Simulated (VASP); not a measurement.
Here is a VASP 6.6.1 calculation.

File INCAR:

```
PREC     = Accurate       # precision mode
ENCUT    = 600            # plane-wave cutoff, eV
EDIFF    = 1E-7           # SCF threshold, eV
ISMEAR   = 0              # smearing method
SIGMA    = 0.1            # smearing width, eV
LREAL    = False          # projectors in reciprocal space
LASPH    = True           # aspherical terms in the spheres
NELM     = 60             # most SCF steps
ALGO     = Normal         # electronic algorithm
ISIF     = 3              # what is computed and relaxed
LWAVE    = False          # write WAVECAR
LCHARG   = False          # write CHGCAR
GGA      = PE             # functional
IBRION   = 2              # ionic algorithm
NSW      = 100            # ionic steps
EDIFFG   = -0.005         # ionic threshold
```

File KPOINTS:

```
regular mesh
0
Gamma
  14 14 14
```

POSCAR

```
Na
1.0
   -2.1175000000      2.1175000000      2.1175000000
    2.1175000000     -2.1175000000      2.1175000000
    2.1175000000      2.1175000000     -2.1175000000
Na
1
Direct
    0.0000000000      0.0000000000      0.0000000000
```

Potentials or basis: VASP PAW PBE potentials, release 64 (Na_pv).

The run is started by

```sh
$ cat potpaw_PBE.64/Na_pv/POTCAR > POTCAR
$ mpirun -np 1 vasp_std > vasp.out
```

What does it give for the relaxed cell?

a = 3.634 Å, b = 3.634 Å, c = 3.634 Å, α = 109.47°, β = 109.47°, γ = 109.47°.

Estimate the space group after relaxing (to 0.05 Å).

Im-3m (No. 229).

What does it give for the relaxed volume?

36.96 Å³/atom.

Step by step:
| step | energy change (eV) | largest force (eV/Å) | pressure (GPa) | volume (Å³) |
| --- | --- | --- | --- | --- |
| 1 | 0.0000 | 0.0000 | -0.20 | 37.98 |
| 2 | -0.0003 | 0.0000 | -0.15 | 37.72 |
| 3 | -0.0006 | 0.0000 | 0.00 | 36.96 |
